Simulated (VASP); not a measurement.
# BiOs3 (I4/mmm) in VASP: notebook

Runs on BiOs3. Level: PBE. Tasks: single point, relaxation of cell and atoms.

Everything below comes from runs of VASP 6.6.1. Logs are shortened: lines on timing, memory, paths and dates and some standing lists are left out, and cuts for length are marked.

**1. The cell of the first run**

It takes space group I4/mmm (No. 139, tetragonal). Conventional cell: a = 4.097 Å, b = 4.097 Å, c = 7.866 Å, α = 90.00°, β = 90.00°, γ = 90.00°. Within 3.7 Å of Bi (site symmetry 4/mmm) lie 12 Os at 2.84 to 2.90 Å. Within 3.7 Å of Os (site symmetry 4/mmm) lie 8 Os at 2.84 Å and 4 Bi at 2.90 Å. Os (site symmetry -4m2) has 4 Bi at 2.84 Å and 8 Os at 2.84 to 2.90 Å within 3.7 Å.

**2. Single point, PBE**

The input, INCAR:

```
SYSTEM = BiOs3
PREC = Accurate
ENCUT = 520
EDIFF = 1E-6
ISMEAR = 0
SIGMA = 0.1
LREAL = .False.
LASPH = .True.
NELM = 80
ALGO = Normal
ISIF = 2
LWAVE = .False.
LCHARG = .False.
GGA = PE
NBANDS = 28
```

The input, KPOINTS:

```
regular mesh
0
Gamma
  6 6 6
  0 0 0
```

The input, POSCAR:

```
BiOs3
1.0
   -2.0485357588      2.0485357588      3.9330089018
    2.0485357588     -2.0485357588      3.9330089018
    2.0485357588      2.0485357588     -3.9330089018
Bi Os
1 3
Direct
    0.0000000000      0.0000000000      0.0000000000
    0.5000000000      0.5000000000      0.0000000000
    0.2500000000      0.7500000000      0.5000000000
    0.7500000000      0.2500000000      0.5000000000
```

Potentials or basis: VASP PAW PBE potentials, release 64 (Bi_d, Os).

The run is started by

```console
$ cat potpaw_PBE.64/Bi_d/POTCAR potpaw_PBE.64/Os/POTCAR > POTCAR
$ mpirun -np 1 vasp_std > vasp.out
```

OUTCAR:

```text
SYSTEM = BiOs3
   PREC = Accurate
   ENCUT = 520
   EDIFF = 1E-6
   ISMEAR = 0
   LREAL = .False.
   LASPH = .True.
   NELM = 80
   ISIF = 2
   GGA = PE

 ion  position               nearest neighbor table
   1  0.000  0.000  0.000-   4 2.84   3 2.84   3 2.84   4 2.84   3 2.84   4 2.84   4 2.84   3 2.84
                             2 2.90   2 2.90   2 2.90   2 2.90
   2  0.500  0.500  0.000-   3 2.84   4 2.84   3 2.84   4 2.84   3 2.84   4 2.84   3 2.84   4 2.84
                             1 2.90   1 2.90   1 2.90   1 2.90
   3  0.250  0.750  0.500-   1 2.84   2 2.84   1 2.84   2 2.84   1 2.84   2 2.84   1 2.84   2 2.84
                             4 2.90   4 2.90   4 2.90   4 2.90
   4  0.750  0.250  0.500-   2 2.84   1 2.84   1 2.84   2 2.84   1 2.84   2 2.84   2 2.84   1 2.84
                             3 2.90   3 2.90   3 2.90   3 2.90

  LATTYP: Found a body centered tetragonal cell.
 ALAT       =     4.0970715176
 C/A-ratio  =     1.9199122519

  Lattice vectors:

 A1 = (  -2.0485357588,   2.0485357588,   3.9330089018)
 A2 = (   2.0485357588,  -2.0485357588,   3.9330089018)
 A3 = (   2.0485357588,   2.0485357588,  -3.9330089018)

Analysis of symmetry for initial positions (statically):
=====================================================================
 Subroutine PRICEL returns:
 Original cell was already a primitive cell.

 Routine SETGRP: Setting up the symmetry group for a
 body centered tetragonal supercell.

 Subroutine GETGRP returns: Found 16 space group operations
 (whereof 16 operations were pure point group operations)
 out of a pool of 16 trial point group operations.

The static configuration has the point symmetry D_4h.

Analysis of symmetry for dynamics (positions and initial velocities):
=====================================================================
 Subroutine PRICEL returns:
 Original cell was already a primitive cell.

 Routine SETGRP: Setting up the symmetry group for a
 body centered tetragonal supercell.

 Subroutine GETGRP returns: Found 16 space group operations
 (whereof 16 operations were pure point group operations)
 out of a pool of 16 trial point group operations.

The dynamic configuration has the point symmetry D_4h.

 Subroutine INISYM returns: Found 16 space group operations
 (whereof 16 operations are pure point group operations),
 and found     1 'primitive' translations

----------------------------------------------------------------------------------------

                                     Primitive cell
[... 90 lines left out ...]
   LNONCOLLINEAR =      F non collinear calculations
   LSORBIT =      F    spin-orbit coupling
   LASPH  =      T    aspherical Exc in radial PAW
   ENCUT  =  520.0 eV  38.22 Ry    6.18 a.u.   9.08  9.08  9.08*2*pi/ulx,y,z
   NELM   =     80;   NELMIN=  2; NELMDL= -5     # of ELM steps
   EDIFF  = 0.1E-05   stopping-criterion for ELM
   LREAL  =      F    real-space projection
   EDIFFG = 0.1E-04   stopping-criterion for IOM
   NSW    =      0    number of steps for IOM
   IBRION =     -1    ionic relax: 0-MD 1-quasi-New 2-CG
   NFREE  =      0    steps in history (QN), initial steepest desc. (CG)
   ISIF   =      2    stress and relaxation
   ISYM   =      2    0-nonsym 1-usesym 2-fastsym
   POTIM  = 0.5000    time-step for ionic-motion
   TEBEG  =    0.0;   TEEND  =   0.0 temperature during run
   PSTRESS=    0.0 pullay stress
   NELECT =      39.0000    total number of electrons
   NUPDOWN=      -1.0000    fix difference up-down
   EMIN   =  10.00;   EMAX   =-10.00  energy-range for DOS
   EFERMI =   0.00;   METHOD = LEGACY
   ISMEAR =     0;   SIGMA  =   0.10  broadening in eV -4-tet -1-fermi 0-gaus
   EFERMI_NEDOS =   21; number of points for ismear=-14 and -15
   IALGO  =     38    algorithm
   IMIX   =      4    mixing-type and parameters
     AMIX     =   0.40;   BMIX     =  1.00
     AMIX_MAG =   1.60;   BMIX_MAG =  1.00
  volume/ion in A,a.u.               =      16.50       111.38
  Fermi-wavevector in a.u.,A,eV,Ry     =   1.373638  2.595800 25.672587  1.886882
  Thomas-Fermi vector in A             =   2.499137
   LORBIT       =      0    0 simple, 1 ext, 2 COOP (PROOUT), +10 PAW based schemes
   GGA     = PE    functional components
   LHFCALC =     F    Hartree Fock is set to
   AEXX    =    0.0000 exact exchange contribution
   IVDW    =     0    specifies the selected vdW correction
   LEPSILON=     F    determine dielectric tensor
   LRPA    =     F    only Hartree local field effects (RPA)
 non-spin polarized calculation
 Gauss-broadening in eV      SIGMA  =   0.10
  energy-cutoff  :      520.00
  volume of cell :       66.02
 maximum number of plane-waves:      1796
   NGX = 19   NGY = 19   NGZ = 19

 number of electron      38.9999996 magnetization

 Free energy of the ion-electron system (eV)
  ---------------------------------------------------
  ext. energy  EPLUGINS =         0.00000000
  ---------------------------------------------------
  free energy    TOTEN  =       -33.69065069 eV

  energy without entropy =      -33.68226169  energy(sigma->0) =      -33.68645619

 E-fermi :   9.8241     XC(G=0): -13.2262

 val. band max:        9.7513551111   @ k =  -0.3333  -0.3333   0.1667
 cond. band min:       9.8641823548   @ k =   0.1667   0.1667   0.1667
 fundamental gap:      0.1128272437
 Fermi energy:         9.8240956287

 k-point     1 :       0.0000    0.0000    0.0000
  band No.  band energies     occupation
      1     -13.3999      2.00000
      2     -13.3999      2.00000
      3     -13.3971      2.00000
      4     -13.3828      2.00000
      5     -13.3819      2.00000
      6      -4.0382      2.00000
[... 733 lines left out ...]
     27      17.4646      0.00000
     28      17.6997      0.00000

 [... further k-points ...]
[... 5 lines left out ...]
  --------------------------------------------------------------------------------------
  -------------------------------------------------------------------------------------
  Total        0.0901611      0.0901611      0.0570494      0.0000000     -0.0000000     -0.0000000
  in kB        2.1880535      2.1880535      1.3844884      0.0000000     -0.0000000     -0.0000000
  external PRESSURE =       1.9201985 kB  Pullay stress =       0.0000000 kB

 VOLUME and BASIS-vectors are now :
 -----------------------------------------------------------------------------
  energy-cutoff  :      520.00
  volume of cell :       66.02
      direct lattice vectors                 reciprocal lattice vectors
    -2.048535759  2.048535759  3.933008902     0.000000000  0.244076774  0.127129130
     2.048535759 -2.048535759  3.933008902     0.244076774  0.000000000  0.127129130
     2.048535759  2.048535759 -3.933008902     0.244076774  0.244076774  0.000000000

 POSITION                                       TOTAL-FORCE (eV/Angst)
 -----------------------------------------------------------------------------------
      0.00000      0.00000      0.00000         0.000000     -0.000000      0.000000
      0.00000      0.00000      3.93301         0.000000     -0.000000      0.000000
      2.04854      0.00000      1.96650         0.000000      0.000000      0.000000
      0.00000      2.04854      1.96650        -0.000000      0.000000     -0.000000
 -----------------------------------------------------------------------------------
    total drift:                               -0.000000      0.000000      0.000000

  FREE ENERGIE OF THE ION-ELECTRON SYSTEM (eV)
  ---------------------------------------------------
  free  energy   TOTEN  =       -33.6906506917 eV

  energy  without entropy=      -33.6822616935  energy(sigma->0) =      -33.68645619
```

It took 31 s on 1 thread of Intel Xeon 6975P-C (Granite Rapids), shared host; peak memory 0.22 GiB.

What came out:

```
Free energy            : -33.6907 eV
Pressure               : 0.2 GPa
Band gap on the k mesh : zero (an odd number of electrons rules out a gap without spin polarisation)
```

Levels at points of the mesh, in eV from the Fermi level:
```
           k point  band 17  band 18  band 19  band 20  band 21  band 22
(0.00, 0.00, 0.00)    -0.73    -0.57     0.25     0.25     0.78     0.79
(0.50, 0.00, 0.00)    -1.31    -1.07    -0.73    -0.66     0.66     1.07
(0.50, 0.50, 0.00)    -1.55    -1.24    -0.34    -0.27    -0.16     1.06
(0.50, 0.50, 0.50)    -0.57    -0.46    -0.46     0.69     1.34     1.34
```

Caveat: spin-orbit coupling is left out, which moves the levels of the heavy elements.

[end of part 1 of 2]

The gap in the log of VASP goes by the Fermi energy; the results here count the filled bands.